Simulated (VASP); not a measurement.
YbOs3:

```xyz
4
Lattice="3.9629 0.0000 0.0000 0.0000 3.9629 0.0000 0.0000 0.0000 3.9629" Properties=species:S:1:pos:R:3 pbc="T T T"
Yb    0.0000    0.0000    0.0000
Os    0.0000    1.9815    1.9815
Os    1.9815    1.9815    0.0000
Os    1.9815    0.0000    1.9815
```

Base run:

```yaml
Program: VASP 6.6.1
Functional: PBEsol
Dispersion: D4
Potentials_or_basis: VASP PAW PBE potentials, release 64 (Yb, Os)
Cutoff: 520 eV
k_mesh: 8 × 8 × 8
Occupations: gaussian, width 0.05 eV
Spin: no spin polarisation
```

Its results: band gap on the k mesh zero (bands 24 and 25 overlap by 2.83 eV); pressure -2.9 GPa.

The run is repeated on the same cell with these changes: dispersion from D4 to none; hubbard terms from none to Yb f U = 2.0 eV. What comes out?

Band gap on the k mesh zero (bands 24 and 25 overlap by 2.89 eV); pressure 1.5 GPa.

Several settings changed at once.

Caveats: the PAW data sets were made with another functional, which shifts forces and pressure a little; spin-orbit coupling is left out, which moves the levels of the heavy elements; U without spin polarisation on a metal has little footing (at least some runs).
